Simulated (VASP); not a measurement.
# PbO2 in VASP: single point with PBE

Aim: the single point of PbO2 with PBE.

All numbers are computed with VASP 6.6.1; they aren't measurements. Logs are shortened: lines on timing, memory, paths and dates and some standing lists are left out, and cuts for length are marked.

## Step 1: The cell of the first run

The cell holds a slab with vacuum, 12 atoms: a = 3.442 Å, b = 5.083 Å, c = 24.189 Å, α = 90.00°, β = 90.00°, γ = 90.00°.

## Step 2: Single point, PBE

Contents of INCAR:

```
SYSTEM = PbO2
PREC = Accurate
ENCUT = 520
EDIFF = 1E-6
ISMEAR = 0
SIGMA = 0.1
LREAL = .FALSE.
LASPH = .TRUE.
NELM = 100
ALGO = Normal
ISIF = 2
LWAVE = .FALSE.
LCHARG = .TRUE.
LDIPOL = .TRUE.
IDIPOL = 3
DIPOL = 0.5 0.5 0.497
GGA = PE
LELF = .TRUE.
LVHAR = .TRUE.
LVACPOTAV = .TRUE.
NBANDS = 64
```

Contents of KPOINTS:

```
regular mesh
0
G
  10 7 1
  0 0 0
```

Contents of POSCAR:

```
PbO2
1.0
    3.4422956802      0.0000000000      0.0000000000
    0.0000000000      5.0826194040      0.0000000000
    0.0000000000      0.0000000000     24.1893927113
O Pb
8 4
Direct
    0.5000000000      0.7910504739      0.3776123549
    0.0000000000      0.2868532772      0.3131154170
    0.0000000000      0.7568608494      0.3999140104
    0.5000000000      0.2406746359      0.4425442783
    0.5000000000      0.8010967982      0.5141295163
    0.0000000000      0.2935856949      0.5446469274
    0.0000000000      0.7101587733      0.6192208201
    0.5000000000      0.2347780054      0.6535522594
    0.5000000000      0.3710680017      0.3583302122
    0.0000000000      0.0015709668      0.4770398864
    0.5000000000      0.5028979742      0.5812902674
    0.0000000000      0.0094045489      0.6866703351
```

Potentials or basis: VASP PAW PBE potentials, release 64 (O, Pb_d).

Launch:

```console
$ cat potpaw_PBE.64/O/POTCAR potpaw_PBE.64/Pb_d/POTCAR > POTCAR
$ mpirun -np 1 vasp_std > vasp.out
```

OUTCAR:

```text
SYSTEM = PbO2
   PREC = Accurate
   ENCUT = 520
   EDIFF = 1E-6
   ISMEAR = 0
   LREAL = .FALSE.
   LASPH = .TRUE.
   NELM = 100
   ISIF = 2
   GGA = PE

 ion  position               nearest neighbor table
   1  0.500  0.791  0.378-   3 1.81   3 1.81   9 2.18   9 2.98
   2  0.000  0.287  0.313-   9 2.08   9 2.08
   3  0.000  0.757  0.400-   1 1.81   1 1.81  10 2.24   9 2.80   9 2.80
   4  0.500  0.241  0.443-   9 2.14  10 2.27  10 2.27
   5  0.500  0.801  0.514-  10 2.19  10 2.19  11 2.22
   6  0.000  0.294  0.545-  10 2.21  11 2.21  11 2.21
   7  0.000  0.710  0.619-  11 2.22  11 2.22  12 2.23
   8  0.500  0.235  0.654-  11 2.22  12 2.22  12 2.22
   9  0.500  0.371  0.358-   2 2.08   2 2.08   4 2.14   1 2.18   3 2.80   3 2.80   1 2.98  10 3.84
                            10 3.84
  10  0.000  0.002  0.477-   5 2.19   5 2.19   6 2.21   3 2.24   4 2.27   4 2.27   9 3.84   9 3.84
                            11 3.97  11 3.97  11 3.98  11 3.98
  11  0.500  0.503  0.581-   6 2.21   6 2.21   8 2.22   7 2.22   7 2.22   5 2.22  10 3.97  10 3.97
                            12 3.97  12 3.97  10 3.98  10 3.98  12 4.01  12 4.01
  12  0.000  0.009  0.687-   8 2.22   8 2.22   7 2.23  11 3.97  11 3.97  11 4.01  11 4.01

  LATTYP: Found a simple orthorhombic cell.
 ALAT       =     3.4422956802
 B/A-ratio  =     1.4765202865
 C/A-ratio  =     7.0271106722

  Lattice vectors:

 A1 = (   3.4422956802,   0.0000000000,   0.0000000000)
 A2 = (   0.0000000000,   5.0826194040,   0.0000000000)
 A3 = (   0.0000000000,   0.0000000000,  24.1893927113)

Analysis of symmetry for initial positions (statically):
=====================================================================
 Subroutine PRICEL returns:
 Original cell was already a primitive cell.

 Routine SETGRP: Setting up the symmetry group for a
 simple orthorhombic supercell.

 Subroutine GETGRP returns: Found  2 space group operations
 (whereof  2 operations were pure point group operations)
 out of a pool of  8 trial point group operations.

The static configuration has the point symmetry C_1h.

Analysis of symmetry for dynamics (positions and initial velocities):
=====================================================================
 Subroutine PRICEL returns:
 Original cell was already a primitive cell.

 Routine SETGRP: Setting up the symmetry group for a
 simple orthorhombic supercell.

 Subroutine GETGRP returns: Found  2 space group operations
 (whereof  2 operations were pure point group operations)
 out of a pool of  8 trial point group operations.

The dynamic configuration has the point symmetry C_1h.

 Subroutine INISYM returns: Found  2 space group operations
 (whereof  2 operations are pure point group operations),
 and found     1 'primitive' translations

----------------------------------------------------------------------------------------

                                     Primitive cell

  volume of cell :     423.2147

  direct lattice vectors                    reciprocal lattice vectors
     3.442295680  0.000000000  0.000000000     0.290503807  0.000000000  0.000000000
     0.000000000  5.082619404  0.000000000     0.000000000  0.196748944  0.000000000
     0.000000000  0.000000000 24.189392711     0.000000000  0.000000000  0.041340434

  length of vectors
     3.442295680  5.082619404 24.189392711     0.290503807  0.196748944  0.041340434

  position of ions in fractional coordinates (direct lattice)
     0.500000000  0.791050474  0.377612355
     0.000000000  0.286853277  0.313115417
     0.000000000  0.756860849  0.399914010
     0.500000000  0.240674636  0.442544278
     0.500000000  0.801096798  0.514129516
     0.000000000  0.293585695  0.544646927
     0.000000000  0.710158773  0.619220820
     0.500000000  0.234778005  0.653552259
     0.500000000  0.371068002  0.358330212
     0.000000000  0.001570967  0.477039886
     0.500000000  0.502897974  0.581290267
     0.000000000  0.009404549  0.686670335

  ion indices of the primitive-cell ions
   primitive index   ion index
                 1           1
                 2           2
                 3           3
                 4           4
                 5           5
                 6           6
                 7           7
                 8           8
                 9           9
                10          10
                11          11
                12          12

----------------------------------------------------------------------------------------

 KPOINTS: regular mesh

Automatic generation of k-mesh.
 Grid dimensions read from file:
 generate k-points for:   10    7    1

 Generating k-lattice:

  Cartesian coordinates                     Fractional coordinates (reciprocal lattice)
     0.029050381  0.000000000  0.000000000     0.100000000  0.000000000  0.000000000
     0.000000000  0.028106992  0.000000000     0.000000000  0.142857143  0.000000000
     0.000000000  0.000000000  0.041340434     0.000000000  0.000000000  1.000000000

  Length of vectors
     0.029050381  0.028106992  0.041340434

  Shift w.r.t. Gamma in fractional coordinates (k-lattice)
     0.000000000  0.000000000  0.000000000

 Subroutine IBZKPT returns following result:
 ===========================================

 Found     24 irreducible k-points:

 Following reciprocal coordinates:
            Coordinates               Weight
  0.000000  0.000000  0.000000      1.000000
  0.100000  0.000000  0.000000      2.000000
  0.200000  0.000000  0.000000      2.000000
  0.300000  0.000000  0.000000      2.000000
  0.400000  0.000000  0.000000      2.000000
  0.500000  0.000000  0.000000      1.000000
[... 16 lines left out ...]
  0.400000  0.428571  0.000000      4.000000
  0.500000  0.428571  0.000000      2.000000
   k-points           NKPTS =     24   k-points in BZ     NKDIM =     24   number of bands    NBANDS=     64
   number of dos      NEDOS =    301   number of ions     NIONS =     12
   total plane-waves  NPLWV = 201600
   dimension x,y,z NGX =    28 NGY =   40 NGZ =  180
   dimension x,y,z NGXF=    56 NGYF=   80 NGZF=  360
   ions per type =               8   4
   NGX,Y,Z   is equivalent  to a cutoff of  13.52, 13.08, 12.37 a.u.
   NGXF,Y,Z  is equivalent  to a cutoff of  27.05, 26.17, 24.74 a.u.
 SYSTEM =  PbO2
   PREC   = accura    normal or accurate (medium, high low for compatibility)
   ISTART =      0    job   : 0-new  1-cont  2-samecut
   ICHARG =      2    charge: 1-file 2-atom 10-const
   ISPIN  =      1    spin polarized calculation?
   LNONCOLLINEAR =      F non collinear calculations
   LSORBIT =      F    spin-orbit coupling
   LASPH  =      T    aspherical Exc in radial PAW
   ENCUT  =  520.0 eV  38.22 Ry    6.18 a.u.   6.40  9.45 44.98*2*pi/ulx,y,z
   NELM   =    100;   NELMIN=  2; NELMDL= -5     # of ELM steps
   EDIFF  = 0.1E-05   stopping-criterion for ELM
   LREAL  =      F    real-space projection
   EDIFFG = 0.1E-04   stopping-criterion for IOM
   NSW    =      0    number of steps for IOM
   IBRION =     -1    ionic relax: 0-MD 1-quasi-New 2-CG
   NFREE  =      0    steps in history (QN), initial steepest desc. (CG)
   ISIF   =      2    stress and relaxation
   ISYM   =      2    0-nonsym 1-usesym 2-fastsym
   POTIM  = 0.5000    time-step for ionic-motion
   TEBEG  =    0.0;   TEEND  =   0.0 temperature during run
   PSTRESS=    0.0 pullay stress
   NELECT =     104.0000    total number of electrons
   NUPDOWN=      -1.0000    fix difference up-down
   EMIN   =  10.00;   EMAX   =-10.00  energy-range for DOS
   EFERMI =   0.00;   METHOD = LEGACY
   ISMEAR =     0;   SIGMA  =   0.10  broadening in eV -4-tet -1-fermi 0-gaus
   EFERMI_NEDOS =   21; number of points for ismear=-14 and -15
   IALGO  =     38    algorithm
   IMIX   =      4    mixing-type and parameters
     AMIX     =   0.40;   BMIX     =  1.00
     AMIX_MAG =   1.60;   BMIX_MAG =  1.00
  volume/ion in A,a.u.               =      35.27       238.00
  Fermi-wavevector in a.u.,A,eV,Ry     =   1.025414  1.937751 14.306157  1.051473
  Thomas-Fermi vector in A             =   2.159252
   LORBIT       =      0    0 simple, 1 ext, 2 COOP (PROOUT), +10 PAW based schemes
   GGA     = PE    functional components
   LHFCALC =     F    Hartree Fock is set to
   AEXX    =    0.0000 exact exchange contribution
   IVDW    =     0    specifies the selected vdW correction
   LEPSILON=     F    determine dielectric tensor
   LRPA    =     F    only Hartree local field effects (RPA)
 non-spin polarized calculation
 Gauss-broadening in eV      SIGMA  =   0.10
  energy-cutoff  :      520.00
  volume of cell :      423.21
 maximum number of plane-waves:     11459
 NGX is ok and might be reduce to    28
   NGX = 13   NGY = 19   NGZ = 89

 number of electron     103.9999970 magnetization

 dipolmoment           0.000000      0.000000     -0.241238 electrons x Angstroem

 Free energy of the ion-electron system (eV)
  ---------------------------------------------------
  ext. energy  EPLUGINS =         0.00000000
  ---------------------------------------------------
  free energy    TOTEN  =       -60.99222337 eV

  energy without entropy =      -60.98747923  energy(sigma->0) =      -60.98985130

 E-fermi :  -0.9873     XC(G=0):  -4.9857

 val. band max:       -0.9885271196   @ k =   0.1000   0.1429   0.0000
 cond. band min:      -0.8920780871   @ k =   0.0000   0.2857   0.0000
 fundamental gap:      0.0964490326
 Fermi energy:        -0.9872607938

 k-point     1 :       0.0000    0.0000    0.0000
  band No.  band energies     occupation
      1     -21.0539      2.00000
      2     -19.9160      2.00000
      3     -19.7921      2.00000
      4     -19.7185      2.00000
      5     -19.3064      2.00000
      6     -18.9481      2.00000
[... 1597 lines left out ...]
     63       5.7109      0.00000
     64       6.1290      0.00000

------------------------ aborting loop because EDIFF is reached ----------------------------------------

  FORCE on cell =-STRESS in cart. coord.  units (eV):
  Direction    XX          YY          ZZ          XY          YZ          ZX
  --------------------------------------------------------------------------------------
  -------------------------------------------------------------------------------------
  Total        3.6261430      0.0312056      0.1475127      0.0000000      0.0095169      0.0000000
  in kB       13.7276052      0.1181360      0.5584436      0.0000000      0.0360284      0.0000000
  external PRESSURE =       4.8013949 kB  Pullay stress =       0.0000000 kB

 VOLUME and BASIS-vectors are now :
 -----------------------------------------------------------------------------
  energy-cutoff  :      520.00
  volume of cell :      423.21
      direct lattice vectors                 reciprocal lattice vectors
     3.442295680  0.000000000  0.000000000     0.290503807  0.000000000  0.000000000
     0.000000000  5.082619404  0.000000000     0.000000000  0.196748944  0.000000000
     0.000000000  0.000000000 24.189392711     0.000000000  0.000000000  0.041340434

 POSITION                                       TOTAL-FORCE (eV/Angst)
 -----------------------------------------------------------------------------------
      1.72115      4.02061      9.13421         0.000000      0.037816      0.010465
      0.00000      1.45797      7.57407         0.000000     -0.017781     -0.049906
      0.00000      3.84684      9.67368         0.000000     -0.003126     -0.008935
      1.72115      1.22326     10.70488         0.000000      0.002044      0.017551
      1.72115      4.07167     12.43648         0.000000     -0.013119      0.000421
      0.00000      1.49218     13.17468         0.000000     -0.001583      0.002895
      0.00000      3.60947     14.97858         0.000000      0.011376      0.009369
      1.72115      1.19329     15.80903         0.000000      0.008495     -0.002702
      1.72115      1.88600      8.66779         0.000000     -0.006901      0.002397
      0.00000      0.00798     11.53931         0.000000     -0.007034     -0.014421
      1.72115      2.55604     14.06106         0.000000     -0.000014     -0.003682
      0.00000      0.04780     16.61014         0.000000     -0.010174      0.036547
 -----------------------------------------------------------------------------------
    total drift:                                0.000000      0.000152      0.000563

  FREE ENERGIE OF THE ION-ELECTRON SYSTEM (eV)
  ---------------------------------------------------
  free  energy   TOTEN  =       -60.9922233724 eV

  energy  without entropy=      -60.9874792318  energy(sigma->0) =      -60.98985130

 vacuum level on the upper side and lower side of the slab         2.983         5.477
```

It took 20 min on 1 thread of Intel Xeon Platinum 8259CL at 2.50GHz (Skylake/Cascade Lake), shared host; peak memory 0.76 GiB.

What came out:

```
Free energy            : -60.9922 eV
Largest force          : 0.053 eV/Å
Band gap on the k mesh : zero (bands 52 and 53 overlap by 0.95 eV)
```

Forces in eV/Å, atoms in the order of the input:
```
O    0.000  0.038  0.010
O    0.000 -0.018 -0.050
O    0.000 -0.003 -0.009
O    0.000  0.002  0.018
O    0.000 -0.013  0.000
O    0.000 -0.002  0.003
O    0.000  0.011  0.009
O    0.000  0.008 -0.003
Pb   0.000 -0.007  0.002
Pb   0.000 -0.007 -0.014
Pb   0.000  0.000 -0.004
Pb   0.000 -0.010  0.037
```

Caveat: spin-orbit coupling is left out, which moves the levels of the heavy elements.
